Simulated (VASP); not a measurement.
# PbO (P6_3/mmc) in VASP: settings compared, part 2 of 3

VASP 6.6.1. Earlier steps stand in the parts before.

### 3 Single point, PBEsol

This run uses another cell than the first one, of 20.40 Å³/atom, 1.033 times its volume.

INCAR

```
SYSTEM = PbO
ALGO = Normal
EDIFF = 1E-6
ENCUT = 520
GGA = PS
ISIF = 2
ISMEAR = -1
LASPH = .True.
LCHARG = .True.
LELF = .True.
LREAL = .False.
LVHAR = .True.
LWAVE = .False.
NBANDS = 28
NELM = 100
PREC = Accurate
SIGMA = 0.02
```

KPOINTS

```
k-points
0
Gamma
  6 6 4
  0 0 0
```

POSCAR

```
PbO
1.0
    4.2395670736      0.0000000000      0.0000000000
   -2.1197835368      3.6715727868      0.0000000000
    0.0000000000      0.0000000000      5.2427706714
Pb O
2 2
Direct
    0.3333333333      0.6666666667      0.2500000000
    0.6666666667      0.3333333333      0.7500000000
    0.6666666667      0.3333333333      0.2500000000
    0.3333333333      0.6666666667      0.7500000000
```

Potentials or basis: VASP PAW PBE potentials, release 64 (Pb_d, O).

Launch:

```
$ cat potpaw_PBE.64/Pb_d/POTCAR potpaw_PBE.64/O/POTCAR > POTCAR
$ mpirun -np 1 vasp_std > vasp.out
```

OUTCAR:

```text
SYSTEM = PbO
   EDIFF = 1E-6
   ENCUT = 520
   GGA = PS
   ISIF = 2
   ISMEAR = -1
   LASPH = .True.
   LREAL = .False.
   NELM = 100
   PREC = Accurate

 ion  position               nearest neighbor table
   1  0.333  0.667  0.250-   3 2.45   3 2.45   3 2.45   4 2.62   4 2.62   2 3.59   2 3.59   2 3.59
                             2 3.59   2 3.59   2 3.59
   2  0.667  0.333  0.750-   4 2.45   4 2.45   4 2.45   3 2.62   3 2.62   1 3.59   1 3.59   1 3.59
                             1 3.59   1 3.59   1 3.59
   3  0.667  0.333  0.250-   1 2.45   1 2.45   1 2.45   2 2.62   2 2.62
   4  0.333  0.667  0.750-   2 2.45   2 2.45   2 2.45   1 2.62   1 2.62

  LATTYP: Found a hexagonal cell.
 ALAT       =     4.2395670736
 C/A-ratio  =     1.2366287832

  Lattice vectors:

 A1 = (   4.2395670736,   0.0000000000,   0.0000000000)
 A2 = (  -2.1197835368,   3.6715727868,   0.0000000000)
 A3 = (   0.0000000000,   0.0000000000,   5.2427706714)

Analysis of symmetry for initial positions (statically):
=====================================================================
 Subroutine PRICEL returns:
 Original cell was already a primitive cell.

 Routine SETGRP: Setting up the symmetry group for a
 hexagonal supercell.

 Subroutine GETGRP returns: Found 24 space group operations
 (whereof 12 operations were pure point group operations)
 out of a pool of 24 trial point group operations.

The static configuration has the point symmetry D_3d.
 The point group associated with its full space group is D_6h.

Analysis of symmetry for dynamics (positions and initial velocities):
=====================================================================
 Subroutine PRICEL returns:
 Original cell was already a primitive cell.

 Routine SETGRP: Setting up the symmetry group for a
 hexagonal supercell.

 Subroutine GETGRP returns: Found 24 space group operations
 (whereof 12 operations were pure point group operations)
 out of a pool of 24 trial point group operations.

The dynamic configuration has the point symmetry D_3d.
 The point group associated with its full space group is D_6h.

 Subroutine INISYM returns: Found 24 space group operations
 (whereof 12 operations are pure point group operations),
 and found     1 'primitive' translations

----------------------------------------------------------------------------------------

                                     Primitive cell

  volume of cell :      81.6083

  direct lattice vectors                    reciprocal lattice vectors
     4.239567074  0.000000000  0.000000000     0.235873140  0.136181421  0.000000000
    -2.119783537  3.671572787  0.000000000     0.000000000  0.272362842  0.000000000
     0.000000000  0.000000000  5.242770671     0.000000000  0.000000000  0.190738841

  length of vectors
     4.239567074  4.239567074  5.242770671     0.272362842  0.272362842  0.190738841

  position of ions in fractional coordinates (direct lattice)
     0.333333333  0.666666667  0.250000000
     0.666666667  0.333333333  0.750000000
     0.666666667  0.333333333  0.250000000
     0.333333333  0.666666667  0.750000000

  ion indices of the primitive-cell ions
   primitive index   ion index
                 1           1
                 2           2
                 3           3
[... 23 lines left out ...]
 Subroutine IBZKPT returns following result:
 ===========================================

 Found     21 irreducible k-points:

 Following reciprocal coordinates:
            Coordinates               Weight
  0.000000  0.000000  0.000000      1.000000
  0.166667 -0.000000  0.000000      6.000000
  0.333333 -0.000000  0.000000      6.000000
  0.500000 -0.000000  0.000000      3.000000
  0.166667  0.166667  0.000000      6.000000
  0.333333  0.166667  0.000000     12.000000
[... 13 lines left out ...]
  0.333333  0.166667  0.500000     12.000000
  0.333333  0.333333  0.500000      2.000000
   k-points           NKPTS =     21   k-points in BZ     NKDIM =     21   number of bands    NBANDS=     28
   number of dos      NEDOS =    301   number of ions     NIONS =      4
   total plane-waves  NPLWV =  40960
   dimension x,y,z NGX =    32 NGY =   32 NGZ =   40
   dimension x,y,z NGXF=    64 NGYF=   64 NGZF=   80
   ions per type =               2   2
   NGX,Y,Z   is equivalent  to a cutoff of  12.55, 12.55, 12.68 a.u.
   NGXF,Y,Z  is equivalent  to a cutoff of  25.10, 25.10, 25.37 a.u.
 SYSTEM =  PbO
   PREC   = accura    normal or accurate (medium, high low for compatibility)
   ISTART =      0    job   : 0-new  1-cont  2-samecut
   ICHARG =      2    charge: 1-file 2-atom 10-const
   ISPIN  =      1    spin polarized calculation?
   LNONCOLLINEAR =      F non collinear calculations
   LSORBIT =      F    spin-orbit coupling
   LASPH  =      T    aspherical Exc in radial PAW
   ENCUT  =  520.0 eV  38.22 Ry    6.18 a.u.   7.88  7.88  9.75*2*pi/ulx,y,z
   NELM   =    100;   NELMIN=  2; NELMDL= -5     # of ELM steps
   EDIFF  = 0.1E-05   stopping-criterion for ELM
   LREAL  =      F    real-space projection
   EDIFFG = 0.1E-04   stopping-criterion for IOM
   NSW    =      0    number of steps for IOM
   IBRION =     -1    ionic relax: 0-MD 1-quasi-New 2-CG
   NFREE  =      0    steps in history (QN), initial steepest desc. (CG)
   ISIF   =      2    stress and relaxation
   ISYM   =      2    0-nonsym 1-usesym 2-fastsym
   POTIM  = 0.5000    time-step for ionic-motion
   TEBEG  =    0.0;   TEEND  =   0.0 temperature during run
   PSTRESS=    0.0 pullay stress
   NELECT =      40.0000    total number of electrons
   NUPDOWN=      -1.0000    fix difference up-down
   EMIN   =  10.00;   EMAX   =-10.00  energy-range for DOS
   EFERMI =   0.00;   METHOD = LEGACY
   ISMEAR =    -1;   SIGMA  =   0.02  broadening in eV -4-tet -1-fermi 0-gaus
   EFERMI_NEDOS =   21; number of points for ismear=-14 and -15
   IALGO  =     38    algorithm
   IMIX   =      4    mixing-type and parameters
     AMIX     =   0.40;   BMIX     =  1.00
     AMIX_MAG =   1.60;   BMIX_MAG =  1.00
  volume/ion in A,a.u.               =      20.40       137.68
  Fermi-wavevector in a.u.,A,eV,Ry     =   1.290773  2.439208 22.668610  1.666096
  Thomas-Fermi vector in A             =   2.422584
   LORBIT       =      0    0 simple, 1 ext, 2 COOP (PROOUT), +10 PAW based schemes
   GGA     = PS    functional components
   LHFCALC =     F    Hartree Fock is set to
   AEXX    =    0.0000 exact exchange contribution
   IVDW    =     0    specifies the selected vdW correction
   LEPSILON=     F    determine dielectric tensor
   LRPA    =     F    only Hartree local field effects (RPA)
 non-spin polarized calculation
  energy-cutoff  :      520.00
  volume of cell :       81.61
 maximum number of plane-waves:      2220
 NGX is ok and might be reduce to    32
   NGX = 15   NGY = 15   NGZ = 19

 number of electron      40.0000000 magnetization

 Free energy of the ion-electron system (eV)
  ---------------------------------------------------
  ext. energy  EPLUGINS =         0.00000000
  ---------------------------------------------------
  free energy    TOTEN  =       -22.07329823 eV

  energy without entropy =      -22.07329823  energy(sigma->0) =      -22.07329823

 E-fermi :   5.8013     XC(G=0):  -9.9490

 val. band max:        5.3438403180   @ k =   0.3333   0.3333   0.5000
 cond. band min:       6.5327143197   @ k =   0.3333   0.3333   0.5000
 fundamental gap:      1.1888740017
 Fermi energy:         5.8012631850

 k-point     1 :       0.0000    0.0000    0.0000
  band No.  band energies     occupation
      1     -12.7507      2.00000
      2     -12.5995      2.00000
      3     -11.1536      2.00000
      4     -11.1536      2.00000
      5     -11.0996      2.00000
      6     -11.0996      2.00000
[... 640 lines left out ...]
     27      15.9354      0.00000
     28      15.9354      0.00000

------------------------ aborting loop because EDIFF is reached ----------------------------------------

  FORCE on cell =-STRESS in cart. coord.  units (eV):
  Direction    XX          YY          ZZ          XY          YZ          ZX
  --------------------------------------------------------------------------------------
  -------------------------------------------------------------------------------------
  Total       -0.0123476     -0.0123476     -0.0311018      0.0000000     -0.0000000      0.0000000
  in kB       -0.2424149     -0.2424149     -0.6106062      0.0000000     -0.0000000      0.0000000
  external PRESSURE =      -0.3651453 kB  Pullay stress =       0.0000000 kB

 VOLUME and BASIS-vectors are now :
 -----------------------------------------------------------------------------
  energy-cutoff  :      520.00
  volume of cell :       81.61
      direct lattice vectors                 reciprocal lattice vectors
     4.239567074  0.000000000  0.000000000     0.235873140  0.136181421  0.000000000
    -2.119783537  3.671572787  0.000000000     0.000000000  0.272362842  0.000000000
     0.000000000  0.000000000  5.242770671     0.000000000  0.000000000  0.190738841

 POSITION                                       TOTAL-FORCE (eV/Angst)
 -----------------------------------------------------------------------------------
     -0.00000      2.44772      1.31069         0.000000     -0.000000      0.000000
      2.11978      1.22386      3.93208        -0.000000      0.000000      0.000000
      2.11978      1.22386      1.31069        -0.000000     -0.000000      0.000000
     -0.00000      2.44772      3.93208        -0.000000      0.000000      0.000000
 -----------------------------------------------------------------------------------
    total drift:                               -0.000000      0.000000     -0.000000

  FREE ENERGIE OF THE ION-ELECTRON SYSTEM (eV)
  ---------------------------------------------------
  free  energy   TOTEN  =       -22.0732982279 eV

  energy  without entropy=      -22.0732982279  energy(sigma->0) =      -22.07329823
```

It took 35 s on 1 thread of Intel Xeon Platinum 8488C (Sapphire Rapids), shared host; peak memory 0.2 GiB.

Results:

```yaml
Free_energy: -22.0733 eV
Pressure: 0.0 GPa
Band_gap_on_the_k_mesh: 1.19 eV, direct
```

Caveat: the PAW data sets were made with another functional, which shifts forces and pressure a little; spin-orbit coupling is left out, which moves the levels of the heavy elements. A k mesh can miss the band edges.

### 4 Single point, PBE

This run uses another cell than the first one, of 20.74 Å³/atom, 1.050 times its volume.

INCAR

```
SYSTEM = PbO
PREC     = Accurate       ! precision mode
ENCUT    = 520            ! plane-wave cutoff, eV
EDIFF    = 1E-6           ! SCF threshold, eV
ISMEAR   = 0              ! smearing method
SIGMA    = 0.01           ! smearing width, eV
LREAL    = .False.        ! projectors in reciprocal space
LASPH    = .True.         ! aspherical terms in the spheres
NELM     = 60             ! most SCF steps
ALGO     = Normal         ! electronic algorithm
ISIF     = 2              ! what is computed and relaxed
LWAVE    = .False.        ! write WAVECAR
LCHARG   = .False.        ! write CHGCAR
GGA      = PE             ! functional
NBANDS   = 28             ! bands
```

KPOINTS

```
regular mesh
0
Gamma
  6 6 4
  0 0 0
```

POSCAR

```
PbO
1.0
    4.2603256528      0.0000000000      0.0000000000
   -2.1301628264      3.6895502438      0.0000000000
    0.0000000000      0.0000000000      5.2767563486
Pb O
2 2
Direct
    0.3333333333      0.6666666667      0.2500000000
    0.6666666667      0.3333333333      0.7500000000
    0.6666666667      0.3333333333      0.2500000000
    0.3333333333      0.6666666667      0.7500000000
```

Potentials or basis: VASP PAW PBE potentials, release 64 (Pb_d, O).

Launch:

```
$ cat potpaw_PBE.64/Pb_d/POTCAR potpaw_PBE.64/O/POTCAR > POTCAR
$ mpirun -np 1 vasp_std > vasp.out
```

OUTCAR:

```text
SYSTEM = PbO
   PREC = Accurate
   ENCUT = 520
   EDIFF = 1E-6
   ISMEAR = 0
   LREAL = .False.
   LASPH = .True.
   NELM = 60
   ISIF = 2
   GGA = PE

 ion  position               nearest neighbor table
   1  0.333  0.667  0.250-   3 2.46   3 2.46   3 2.46   4 2.64   4 2.64   2 3.61   2 3.61   2 3.61
                             2 3.61   2 3.61   2 3.61
   2  0.667  0.333  0.750-   4 2.46   4 2.46   4 2.46   3 2.64   3 2.64   1 3.61   1 3.61   1 3.61
                             1 3.61   1 3.61   1 3.61
   3  0.667  0.333  0.250-   1 2.46   1 2.46   1 2.46   2 2.64   2 2.64
   4  0.333  0.667  0.750-   2 2.46   2 2.46   2 2.46   1 2.64   1 2.64

[... 850 lines left out ...]
  -------------------------------------------------------------------------------------
  Total        1.2027610      1.2027610      1.2750547      0.0000000     -0.0000000     -0.0000000
  in kB       23.2330729     23.2330729     24.6295310      0.0000000     -0.0000000     -0.0000000
  external PRESSURE =      23.6985589 kB  Pullay stress =       0.0000000 kB

 VOLUME and BASIS-vectors are now :
 -----------------------------------------------------------------------------
  energy-cutoff  :      520.00
  volume of cell :       82.94
      direct lattice vectors                 reciprocal lattice vectors
     4.260325653  0.000000000  0.000000000     0.234723841  0.135517873  0.000000000
    -2.130162826  3.689550244  0.000000000     0.000000000  0.271035745  0.000000000
     0.000000000  0.000000000  5.276756349     0.000000000  0.000000000  0.189510361

 POSITION                                       TOTAL-FORCE (eV/Angst)
 -----------------------------------------------------------------------------------
     -0.00000      2.45970      1.31919         0.000000      0.000000      0.000000
      2.13016      1.22985      3.95757        -0.000000     -0.000000      0.000000
      2.13016      1.22985      1.31919         0.000000      0.000000      0.000000
     -0.00000      2.45970      3.95757        -0.000000      0.000000      0.000000
 -----------------------------------------------------------------------------------
    total drift:                               -0.000000      0.000000      0.000000

  FREE ENERGIE OF THE ION-ELECTRON SYSTEM (eV)
  ---------------------------------------------------
  free  energy   TOTEN  =       -20.7635939323 eV

  energy  without entropy=      -20.7635939323  energy(sigma->0) =      -20.76359393
```

stdout:

```text
POSCAR found type information on POSCAR PbO
 POSCAR found :  2 types and       4 ions
 scaLAPACK will be used
 LDA part: xc-table for (Slater+PW92), standard interpolation
 POSCAR, INCAR and KPOINTS ok, starting setup
 FFT: planning ... GRIDC
 FFT: planning ... GRID_SOFT
 FFT: planning ... GRID
 WAVECAR not read
 entering main loop
```

It took 38 s on 1 thread of Intel Xeon Platinum 8488C (Sapphire Rapids), shared host; peak memory 0.2 GiB.

Results:

| Quantity | Value |
| --- | --- |
| Free energy | -20.7636 eV |
| Pressure | 2.4 GPa |
| Band gap on the k mesh | 1.28 eV, direct |

Caveat: spin-orbit coupling is left out, which moves the levels of the heavy elements.

### 5 Single point, r2SCAN

This run uses another cell than the first one, of 20.74 Å³/atom, 1.050 times its volume.

POSCAR is that of step 4.

INCAR.step1

```
SYSTEM = PbO
ALGO = Normal
EDIFF = 1E-4
ENCUT = 520
GGA = PE
ISMEAR = -1
LASPH = .True.
LCHARG = .False.
LREAL = .False.
LWAVE = .True.
NBANDS = 28
NELM = 80
PREC = Accurate
SIGMA = 0.02
```

INCAR.step2

```
SYSTEM = PbO
ALGO = Normal
EDIFF = 1E-6
ENCUT = 520
ISIF = 2
ISMEAR = -1
ISTART = 1
LASPH = .True.
LCHARG = .False.
LMIXTAU = .True.
LREAL = .False.
LWAVE = .False.
METAGGA = R2SCAN
NBANDS = 28
NELM = 80
PREC = Accurate
SIGMA = 0.02
```

KPOINTS

```
k-points
0
Gamma
  6 6 4
  0 0 0
```

Launch:

```
$ cat potpaw_PBE.64/Pb_d/POTCAR potpaw_PBE.64/O/POTCAR > POTCAR
$ cp INCAR.step1 INCAR
$ mpirun -np 1 vasp_std > vasp.out
$ cp INCAR.step2 INCAR
$ mpirun -np 1 vasp_std > vasp.out
```

It took 1.9 min on 1 thread of Intel Xeon Platinum 8488C (Sapphire Rapids), shared host; peak memory 0.22 GiB.

Results (log left out):

| Item | Value |
| --- | --- |
| Free energy | -128.4703 eV |
| Pressure | 0.2 GPa |
| Band gap on the k mesh | 1.57 eV, direct |

Stress tensor (GPa, compression positive):
```
0.24 0.00 0.00
0.00 0.24 0.00
0.00 0.00 0.11
```

Levels at points of the mesh, in eV from the valence-band top:
```
           k point  band 16  band 17  band 18  band 19  band 20  band 21  band 22  band 23  band 24  band 25
(0.00, 0.00, 0.00)    -3.50    -3.50    -2.68    -2.67    -2.67     4.15     4.42     4.42     5.15     5.15
(0.50, 0.00, 0.00)    -4.30    -3.41    -3.10    -1.81    -1.35     1.96     4.21     4.79     5.03     5.38
(0.00, 0.00, 0.50)    -3.03    -3.03    -3.03    -1.59    -1.59     3.52     3.52     4.42     4.42     4.42
(0.50, 0.00, 0.50)    -3.71    -2.75    -2.75    -0.72    -0.72     1.58     1.58     4.51     4.51     5.65
```

Caveat: the PAW data sets were made with another functional, which shifts forces and pressure a little; spin-orbit coupling is left out, which moves the levels of the heavy elements.

(Continued in part 3 of 3.)
